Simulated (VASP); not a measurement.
**MnO2: single point with PBE**

MnO2:

```
Mn O
1.0
     4.39830    0.00000    0.00000
     0.00000    4.39830    0.00000
     0.00000    0.00000    2.87300
Mn O
2 4
Direct
  0.00000 0.00000 0.00000
  0.50000 0.50000 0.50000
  0.30515 0.30515 0.00000
  0.19485 0.80515 0.50000
  0.69485 0.69485 0.00000
  0.80515 0.19485 0.50000
```

```
Program                : VASP 6.6.1
Task                   : single point
Functional             : PBE
Potentials or basis    : VASP PAW PBE potentials, release 64 (Mn_pv, O)
Cutoff                 : 600 eV
k mesh                 : 4 × 4 × 6
Occupations            : gaussian, width 0.1 eV
Spin                   : collinear spin, antiferromagnetic start
Starting moments       : [3.0, -3.0, 0.0, 0.0, 0.0, 0.0] μB
Dipole correction      : no
Further INCAR settings : ALGO = Normal; EDIFF = 1e-06; NBANDS = 38
```

```yaml
Pressure: 3.4 GPa
Largest_force: 0.171 eV/Å
Band_gap_on_the_k_mesh: zero (filled and empty bands overlap)
Net_moment: 0.00 μB per cell
Site_moments: Mn +2.51, -2.51; O -0.05, +0.05 (each value once) μB
Valence_electrons_inside_the_program's_atomic_spheres: Mn 11.73; O 5.03
```

Forces on the atoms (eV/Å):
```
Mn   0.000  0.000  0.000
Mn   0.000  0.000  0.000
O   -0.121 -0.121  0.000
O    0.121 -0.121  0.000
O    0.121  0.121  0.000
O   -0.121  0.121  0.000
```

Stress tensor (GPa, compression positive):
```
3.67 0.00 0.00
0.00 3.67 0.00
0.00 0.00 3.00
```

Levels at points of the mesh, in eV from the Fermi level:
Spin up:
| k point | band 21 | band 22 | band 23 | band 24 | band 25 | band 26 | band 27 | band 28 | band 29 | band 30 |
| --- | --- | --- | --- | --- | --- | --- | --- | --- | --- | --- |
| (0.00, 0.00, 0.00) | -1.65 | -1.58 | -1.11 | -1.05 | -0.43 | -0.19 | 0.36 | 1.16 | 1.97 | 3.20 |
| (0.50, 0.00, 0.00) | -1.90 | -1.45 | -1.44 | -1.28 | -0.51 | 0.84 | 1.15 | 1.78 | 2.41 | 2.66 |
| (0.50, 0.50, 0.00) | -2.36 | -2.25 | -2.02 | -1.99 | -0.25 | 0.18 | 0.36 | 2.14 | 2.23 | 2.98 |
| (0.00, 0.00, 0.50) | -2.91 | -2.51 | -2.04 | -0.82 | -0.02 | 1.12 | 1.30 | 1.53 | 1.89 | 2.09 |
| (0.50, 0.00, 0.50) | -2.06 | -1.85 | -1.76 | -1.67 | -1.15 | 0.78 | 1.19 | 1.28 | 1.42 | 1.98 |
| (0.50, 0.50, 0.50) | -2.11 | -2.04 | -1.53 | -0.73 | -0.61 | 0.98 | 1.17 | 1.54 | 1.92 | 2.15 |
Spin down:
| k point | band 23 | band 24 | band 25 | band 26 | band 27 | band 28 |
| --- | --- | --- | --- | --- | --- | --- |
| (0.00, 0.00, 0.00) | -1.11 | -1.05 | -0.43 | -0.19 | 0.36 | 1.16 |
| (0.50, 0.00, 0.00) | -1.44 | -1.28 | -0.51 | 0.84 | 1.15 | 1.78 |
| (0.50, 0.50, 0.00) | -2.02 | -1.99 | -0.25 | 0.18 | 0.36 | 2.14 |
| (0.00, 0.00, 0.50) | -2.04 | -0.82 | -0.02 | 1.12 | 1.30 | 1.53 |
| (0.50, 0.00, 0.50) | -1.76 | -1.67 | -1.15 | 0.78 | 1.19 | 1.28 |
| (0.50, 0.50, 0.50) | -1.53 | -0.73 | -0.61 | 0.98 | 1.17 | 1.54 |

It took 3.1 min on 1 thread of Oxide Virtual Turin-like Processor (shared host), peak memory 0.22 GiB.

Caveat: the k points lie up to 0.36 Å⁻¹ apart; semilocal functionals often make such compounds metallic where correlation or magnetic order opens a gap, which also shifts bond lengths. With open d or f shells a metallic result of PBE can be an artefact of self-interaction; +U or a hybrid may open a gap.
